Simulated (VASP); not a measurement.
Crystal: FeO.

```
Fe O
1.0
     0.00000    2.15540    2.15540
     2.15540    0.00000    2.15540
     2.15540    2.15540    0.00000
Fe O
1 1
Direct
  0.00000 0.00000 0.00000
  0.50000 0.50000 0.50000
```

| Quantity | Value |
| --- | --- |
| Program | VASP 6.6.1 |
| Task | relaxation of cell and atoms |
| Functional | RPBE |
| Dispersion | D3(BJ) |
| Potentials or basis | VASP PAW PBE potentials, release 64 (Fe, O) |
| Cutoff | 600 eV |
| k mesh | 11 × 11 × 11 |
| Occupations | fermi-dirac, width 0.05 eV |
| Spin | collinear spin, ferromagnetic start |
| Starting moments | [3.0, 0.0] μB |

At the start: pressure -10.8 GPa; volume 10.01 Å³/atom.

Problem. How do energy, volume and symmetry change on relaxing?

Solution. Over 3 steps the energy falls by 19.6 meV/atom and the volume is 9.46 Å³/atom (-5.5 %); space group Fm-3m (No. 225, to 0.1 Å) before and after; moment 4.00 μB per cell.

The path:
| step | energy change (eV) | largest force (eV/Å) | pressure (GPa) | volume (Å³) |
| --- | --- | --- | --- | --- |
| 1 | 0.0000 | 0.0000 | -10.80 | 20.03 |
| 2 | -0.0150 | 0.0000 | 10.15 | 18.13 |
| 3 | -0.0392 | 0.0000 | -0.05 | 18.93 |

Final structure:
```xyz
2
Lattice="0.0000 2.1153 2.1153 2.1153 0.0000 2.1153 2.1153 2.1153 0.0000" Properties=species:S:1:pos:R:3 pbc="T T T"
Fe    0.0000    0.0000    0.0000
O     2.1153    2.1153    2.1153
```

Caveat: the PAW data sets were made with another functional, which shifts forces and pressure a little; a cell with one magnetic atom can't hold antiferromagnetic order, which such compounds often take.
